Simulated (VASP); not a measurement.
# Mg (P6_3/mmc) in VASP: a series of runs

Mg is run at these levels: r2SCAN; tasks: single point, relaxation of cell and atoms.

Everything below comes from runs of VASP 6.6.1. Logs are shortened: lines on timing, memory, paths and dates and some standing lists are left out, and cuts for length are marked.

### Step 1. The cell of the first run

Symmetry: P6_3/mmc, No. 194, hexagonal system. The conventional cell has a = 3.190 Å, b = 3.190 Å, c = 5.118 Å, α = 90.00°, β = 90.00°, γ = 120.00°. Mg (site symmetry -6m2) has 12 Mg at 3.15 to 3.19 Å within 4.1 Å.

### Step 2. Single point, r2SCAN

The input, POSCAR:

```
Mg
1.0
    3.1902622275     -0.0000000029      0.0000000000
   -1.5951311112      2.7628481352      0.0000000000
    0.0000000000      0.0000000000      5.1181751306
Mg
2
Direct
    0.3333333333      0.6666666667      0.2500000000
    0.6666666667      0.3333333333      0.7500000000
```

The input, INCAR.step1:

```
SYSTEM = Mg
PREC = Accurate
ENCUT = 520
ISMEAR = 0
SIGMA = 0.1
LREAL = .FALSE.
LASPH = .TRUE.
NELM = 60
NBANDS = 9
GGA = PE
ALGO = Normal
EDIFF = 1E-4
LWAVE = .TRUE.
LCHARG = .FALSE.
```

The input, INCAR.step2:

```
SYSTEM = Mg
PREC = Accurate
ENCUT = 520
EDIFF = 1E-7
ISMEAR = 0
SIGMA = 0.1
LREAL = .FALSE.
LASPH = .TRUE.
NELM = 60
ALGO = Normal
ISIF = 2
LWAVE = .FALSE.
LCHARG = .TRUE.
METAGGA = R2SCAN
LMIXTAU = .TRUE.
LELF = .TRUE.
LVHAR = .TRUE.
NBANDS = 9
ISTART = 1
```

The input, KPOINTS:

```
Automatic mesh
0
G
  18 18 8
  0 0 0
```

Potentials or basis: VASP PAW PBE potentials, release 64 (Mg).

Command:

```bash
> cat potpaw_PBE.64/Mg/POTCAR > POTCAR
> cp INCAR.step1 INCAR
> mpirun -np 1 vasp_std > vasp.out
> cp INCAR.step2 INCAR
> mpirun -np 1 vasp_std > vasp.out
```

OUTCAR:

```text
SYSTEM = Mg
   PREC = Accurate
   ENCUT = 520
   EDIFF = 1E-7
   ISMEAR = 0
   LREAL = .FALSE.
   LASPH = .TRUE.
   NELM = 60
   ISIF = 2
   METAGGA = R2SCAN
   ISTART = 1

 ion  position               nearest neighbor table
   1  0.333  0.667  0.250-   2 3.15   2 3.15   2 3.15   2 3.15   2 3.15   2 3.15
   2  0.667  0.333  0.750-   1 3.15   1 3.15   1 3.15   1 3.15   1 3.15   1 3.15

  LATTYP: Found a hexagonal cell.
 ALAT       =     3.1902622275
 C/A-ratio  =     1.6043117354

  Lattice vectors:

 A1 = (   3.1902622275,  -0.0000000029,   0.0000000000)
 A2 = (  -1.5951311112,   2.7628481352,   0.0000000000)
 A3 = (   0.0000000000,   0.0000000000,   5.1181751306)

Analysis of symmetry for initial positions (statically):
=====================================================================
 Subroutine PRICEL returns:
 Original cell was already a primitive cell.

 Routine SETGRP: Setting up the symmetry group for a
 hexagonal supercell.

 Subroutine GETGRP returns: Found 24 space group operations
 (whereof 12 operations were pure point group operations)
 out of a pool of 24 trial point group operations.

The static configuration has the point symmetry D_3d.
 The point group associated with its full space group is D_6h.

Analysis of symmetry for dynamics (positions and initial velocities):
=====================================================================
 Subroutine PRICEL returns:
 Original cell was already a primitive cell.

 Routine SETGRP: Setting up the symmetry group for a
 hexagonal supercell.

 Subroutine GETGRP returns: Found 24 space group operations
 (whereof 12 operations were pure point group operations)
 out of a pool of 24 trial point group operations.

The dynamic configuration has the point symmetry D_3d.
 The point group associated with its full space group is D_6h.

 Subroutine INISYM returns: Found 24 space group operations
 (whereof 12 operations are pure point group operations),
 and found     1 'primitive' translations

----------------------------------------------------------------------------------------

                                     Primitive cell

  volume of cell :      45.1127

  direct lattice vectors                    reciprocal lattice vectors
     3.190262227 -0.000000003  0.000000000     0.313453857  0.180972668  0.000000000
    -1.595131111  2.762848135  0.000000000     0.000000000  0.361945337  0.000000000
     0.000000000  0.000000000  5.118175131     0.000000000  0.000000000  0.195382138

  length of vectors
     3.190262227  3.190262227  5.118175131     0.361945337  0.361945337  0.195382138

  position of ions in fractional coordinates (direct lattice)
     0.333333333  0.666666667  0.250000000
     0.666666667  0.333333333  0.750000000

  ion indices of the primitive-cell ions
   primitive index   ion index
                 1           1
                 2           2

----------------------------------------------------------------------------------------

 KPOINTS: Automatic mesh

Automatic generation of k-mesh.
 Grid dimensions read from file:
 generate k-points for:   18   18    8

 Generating k-lattice:

  Cartesian coordinates                     Fractional coordinates (reciprocal lattice)
     0.017414103  0.010054037  0.000000000     0.055555556  0.000000000  0.000000000
     0.000000000  0.020108074  0.000000000     0.000000000  0.055555556  0.000000000
     0.000000000  0.000000000  0.024422767     0.000000000  0.000000000  0.125000000

  Length of vectors
     0.020108074  0.020108074  0.024422767

  Shift w.r.t. Gamma in fractional coordinates (k-lattice)
     0.000000000  0.000000000  0.000000000

 Subroutine IBZKPT returns following result:
 ===========================================

 Found    185 irreducible k-points:

 Following reciprocal coordinates:
            Coordinates               Weight
  0.000000  0.000000  0.000000      1.000000
  0.055556 -0.000000  0.000000      6.000000
  0.111111 -0.000000  0.000000      6.000000
  0.166667  0.000000  0.000000      6.000000
  0.222222  0.000000  0.000000      6.000000
  0.277778  0.000000  0.000000      6.000000
[... 16 lines left out ...]
  0.333333  0.111111  0.000000     12.000000
  0.388889  0.111111  0.000000     12.000000
 [... further k-points ...]
   k-points           NKPTS =    185   k-points in BZ     NKDIM =    185   number of bands    NBANDS=      9
   number of dos      NEDOS =    301   number of ions     NIONS =      2
   total plane-waves  NPLWV =  23040
   dimension x,y,z NGX =    24 NGY =   24 NGZ =   40
   dimension x,y,z NGXF=    48 NGYF=   48 NGZF=   80
   ions per type =               2
   NGX,Y,Z   is equivalent  to a cutoff of  12.51, 12.51, 12.99 a.u.
   NGXF,Y,Z  is equivalent  to a cutoff of  25.01, 25.01, 25.99 a.u.
 SYSTEM =  Mg
   PREC   = accura    normal or accurate (medium, high low for compatibility)
   ISTART =      1    job   : 0-new  1-cont  2-samecut
   ICHARG =      0    charge: 1-file 2-atom 10-const
   ISPIN  =      1    spin polarized calculation?
   LNONCOLLINEAR =      F non collinear calculations
   LSORBIT =      F    spin-orbit coupling
   LASPH  =      T    aspherical Exc in radial PAW
   ENCUT  =  520.0 eV  38.22 Ry    6.18 a.u.   5.93  5.93  9.52*2*pi/ulx,y,z
   NELM   =     60;   NELMIN=  2; NELMDL=  0     # of ELM steps
   EDIFF  = 0.1E-06   stopping-criterion for ELM
   LREAL  =      F    real-space projection
   EDIFFG = 0.1E-05   stopping-criterion for IOM
   NSW    =      0    number of steps for IOM
   IBRION =     -1    ionic relax: 0-MD 1-quasi-New 2-CG
   NFREE  =      0    steps in history (QN), initial steepest desc. (CG)
   ISIF   =      2    stress and relaxation
   ISYM   =      2    0-nonsym 1-usesym 2-fastsym
   POTIM  = 0.5000    time-step for ionic-motion
   TEBEG  =    0.0;   TEEND  =   0.0 temperature during run
   PSTRESS=    0.0 pullay stress
   NELECT =       4.0000    total number of electrons
   NUPDOWN=      -1.0000    fix difference up-down
   EMIN   =  10.00;   EMAX   =-10.00  energy-range for DOS
   EFERMI =   0.00;   METHOD = LEGACY
   ISMEAR =     0;   SIGMA  =   0.10  broadening in eV -4-tet -1-fermi 0-gaus
   EFERMI_NEDOS =   21; number of points for ismear=-14 and -15
   IALGO  =     38    algorithm
   IMIX   =      4    mixing-type and parameters
     AMIX     =   0.40;   BMIX     =  1.00
     AMIX_MAG =   1.60;   BMIX_MAG =  1.00
  volume/ion in A,a.u.               =      22.56       152.22
  Fermi-wavevector in a.u.,A,eV,Ry     =   0.730010  1.379518  7.250738  0.532914
  Thomas-Fermi vector in A             =   1.821874
   LORBIT       =      0    0 simple, 1 ext, 2 COOP (PROOUT), +10 PAW based schemes
   METAGGA = R2SCAN    functional components
   LHFCALC =     F    Hartree Fock is set to
   AEXX    =    0.0000 exact exchange contribution
   IVDW    =     0    specifies the selected vdW correction
   LEPSILON=     F    determine dielectric tensor
   LRPA    =     F    only Hartree local field effects (RPA)
 non-spin polarized calculation
 Gauss-broadening in eV      SIGMA  =   0.10
  energy-cutoff  :      520.00
  volume of cell :       45.11
 maximum number of plane-waves:      1236
 NGX is ok and might be reduce to    24
   NGX = 11   NGY = 11   NGZ = 19

 number of electron       4.0000000 magnetization

 Free energy of the ion-electron system (eV)
  ---------------------------------------------------
  ext. energy  EPLUGINS =         0.00000000
  ---------------------------------------------------
  free energy    TOTEN  =        -8.30063445 eV

  energy without entropy =       -8.29750376  energy(sigma->0) =       -8.29906911

 E-fermi :   2.7467     XC(G=0):  -9.0957

 val. band max:        2.7312172883   @ k =   0.2778   0.0556   0.0000
 cond. band min:       2.7542780425   @ k =   0.5000   0.0000   0.3750
 fundamental gap:      0.0230607542
 Fermi energy:         2.7466572684

 k-point     1 :       0.0000    0.0000    0.0000
  band No.  band energies     occupation
      1      -4.7280      2.00000
      2       0.8732      2.00000
      3       1.6590      2.00000
      4      14.4112      0.00000
      5      14.4112      0.00000
      6      14.5751      0.00000
      7      14.5752      0.00000
      8      15.4977      0.00000
      9      17.2348      0.00000

 k-point     2 :       0.0556   -0.0000    0.0000
  band No.  band energies     occupation
      1      -4.6631      2.00000
      2       0.9331      2.00000
      3       1.7207      2.00000
      4      12.9061      0.00000
      5      13.5727      0.00000
      6      14.4058      0.00000
      7      15.5007      0.00000
      8      16.2673      0.00000
      9      17.8848      0.00000

 k-point     3 :       0.1111   -0.0000    0.0000
  band No.  band energies     occupation
      1      -4.4684      2.00000
      2       1.1126      2.00000
      3       1.9044      2.00000
      4      11.0802      0.00000
      5      12.7600      0.00000
      6      13.5893      0.00000
      7      16.1520      0.00000
      8      16.5202      0.00000
      9      16.5601      0.00000

 k-point     4 :       0.1667    0.0000    0.0000
  band No.  band energies     occupation
      1      -4.1449      2.00000
      2       1.4120      2.00000
      3       2.2056      2.00000
      4       9.2980      0.00000
      5      12.0535      0.00000
      6      12.6882      0.00000
      7      14.3770      0.00000
      8      15.6994      0.00000
      9      16.9477      0.00000
[... 205 lines left out ...]
 k-point    22 :       0.2778    0.1111    0.0000
  band No.  band energies     occupation
      1      -2.2262      2.00000
      2       3.2115      0.00000
      3       3.5630      0.00000
      4       5.0479      0.00000
      5       7.8372      0.00000
      6       9.7223      0.00000
      7      11.0236      0.00000
      8      13.0205      0.00000
      9      14.2306      0.00000

 k-point    23 :       0.3333    0.1111    0.0000
  band No.  band energies     occupation
      1      -1.4073      2.00000
      2       2.8747      0.07019
      3       3.9922      0.00000
      4       5.0651      0.00000
      5       7.4382      0.00000
      6       8.3424      0.00000
      7       9.9409      0.00000
      8      12.7070      0.00000
      9      13.9821      0.00000

 k-point    24 :       0.3889    0.1111    0.0000
  band No.  band energies     occupation
      1      -0.4735      2.00000
      2       1.7142      2.00000
      3       4.8907      0.00000
      4       5.7041      0.00000
      5       7.0285      0.00000
      6       7.0822      0.00000
      7       9.1333      0.00000
      8      12.5199      0.00000
      9      13.8296      0.00000

 [... further k-points ...]
[... 5 lines left out ...]
  --------------------------------------------------------------------------------------
  -------------------------------------------------------------------------------------
  Total       -0.0779013     -0.0779013     -0.0742063     -0.0000000      0.0000000      0.0000000
  in kB       -2.7666647     -2.7666647     -2.6354386     -0.0000000      0.0000000      0.0000000
  external PRESSURE =      -2.7229227 kB  Pullay stress =       0.0000000 kB

 VOLUME and BASIS-vectors are now :
 -----------------------------------------------------------------------------
  energy-cutoff  :      520.00
  volume of cell :       45.11
      direct lattice vectors                 reciprocal lattice vectors
     3.190262227 -0.000000003  0.000000000     0.313453857  0.180972668  0.000000000
    -1.595131111  2.762848135  0.000000000     0.000000000  0.361945337  0.000000000
     0.000000000  0.000000000  5.118175131     0.000000000  0.000000000  0.195382138

 POSITION                                       TOTAL-FORCE (eV/Angst)
 -----------------------------------------------------------------------------------
      0.00000      1.84190      1.27954        -0.000000      0.000000      0.000000
      1.59513      0.92095      3.83863         0.000000     -0.000000      0.000000
 -----------------------------------------------------------------------------------
    total drift:                               -0.000000      0.000000     -0.000000

  FREE ENERGIE OF THE ION-ELECTRON SYSTEM (eV)
  ---------------------------------------------------
  free  energy   TOTEN  =        -8.3006344501 eV

  energy  without entropy=       -8.2975037633  energy(sigma->0) =       -8.29906911
```

It took 78 s on 1 thread of Intel Xeon 6975P-C (Granite Rapids), shared host; peak memory 0.21 GiB.

What came out:

| Quantity | Value |
| --- | --- |
| Free energy | -8.3006 eV |
| Pressure | -0.3 GPa |
| Band gap on the k mesh | zero (bands 2 and 3 overlap by 2.09 eV) |

Caveat: the PAW data sets were made with another functional, which shifts forces and pressure a little.

### Step 3. Relaxation of cell and atoms, r2SCAN

This run uses another cell than the first one, of 22.40 Å³/atom.

The input, POSCAR:

```
Mg
1.0
    3.1720232900      0.0000000000      0.0000000000
   -1.5860116400      2.7470527500      0.0000000000
    0.0000000000      0.0000000000      5.1412049000
Mg
2
Direct
    0.3333333300      0.6666666700      0.2500000000
    0.6666666700      0.3333333300      0.7500000000
```

The input, INCAR.step1:

```
PREC = Accurate
ENCUT = 600
ISMEAR = 0
SIGMA = 0.1
LREAL = F
LASPH = T
NELM = 60
GGA = PE
ALGO = Normal
EDIFF = 1E-4
LWAVE = T
LCHARG = F
```

The input, INCAR.step2:

```
PREC = Accurate
ENCUT = 600
EDIFF = 1E-6
ISMEAR = 0
SIGMA = 0.1
LREAL = F
LASPH = T
NELM = 60
ALGO = Normal
ISIF = 3
LWAVE = F
LCHARG = F
METAGGA = R2SCAN
LMIXTAU = T
IBRION = 2
NSW = 100
EDIFFG = -0.005
ISTART = 1
```

The input, KPOINTS:

```
Automatic mesh
0
Gamma
  18 18 8
```

Potentials or basis: VASP PAW PBE potentials, release 64 (Mg).

Command:

```bash
> cat potpaw_PBE.64/Mg/POTCAR > POTCAR
> cp INCAR.step1 INCAR
> mpirun -np 1 vasp_std > vasp.out
> cp INCAR.step2 INCAR
> mpirun -np 1 vasp_std > vasp.out
```

Wall time 2.8 min (1 thread of Intel Xeon 6975P-C (Granite Rapids), shared host); peak memory 0.23 GiB.

The run converged. Its results:

```yaml
Free_energy: -8.3012 eV
Relaxed_volume: 22.41 Å³/atom
Relaxed_cell: a = 3.182 Å, b = 3.182 Å, c = 5.109 Å, α = 90.00°, β = 90.00°, γ = 120.00°
Space_group_after_relaxing_to_0.1_Å: P6_3/mmc (No. 194)
Energy_gained_by_relaxing: 0.3 meV/atom
Ionic_steps: 3
Pressure_after_relaxing: 0.0 GPa
Band_gap_on_the_k_mesh: zero (bands 2 and 3 overlap by 2.10 eV)
```

Step by step:
| step | energy change (eV) | largest force (eV/Å) | pressure (GPa) | volume (Å³) |
| --- | --- | --- | --- | --- |
| 1 | 0.0000 | 0.0000 | 0.01 | 44.80 |
| 2 | -0.0004 | 0.0000 | 0.00 | 44.81 |
| 3 | -0.0006 | 0.0000 | 0.00 | 44.81 |

Final structure:
```
Mg
1.0
     3.18250    0.00000    0.00000
    -1.59125    2.75613    0.00000
     0.00000    0.00000    5.10882
Mg
2
Direct
  0.33333 0.66667 0.25000
  0.66667 0.33333 0.75000
```

Levels at points of the mesh, in eV from the Fermi level:
```csv
k point,band 1,band 2,band 3,band 4,band 5,band 6
"(0.00, 0.00, 0.00)",-7.50,-1.89,-1.09,11.71,11.71,11.89
"(0.50, 0.00, 0.00)",-2.45,-2.28,2.86,3.15,3.72,4.12
"(0.00, 0.00, 0.50)",-5.98,-5.98,5.64,5.64,12.49,12.49
"(0.50, 0.00, 0.50)",-1.30,-1.30,-0.41,-0.41,8.61,8.61
```

Caveat: the PAW data sets were made with another functional, which shifts forces and pressure a little.
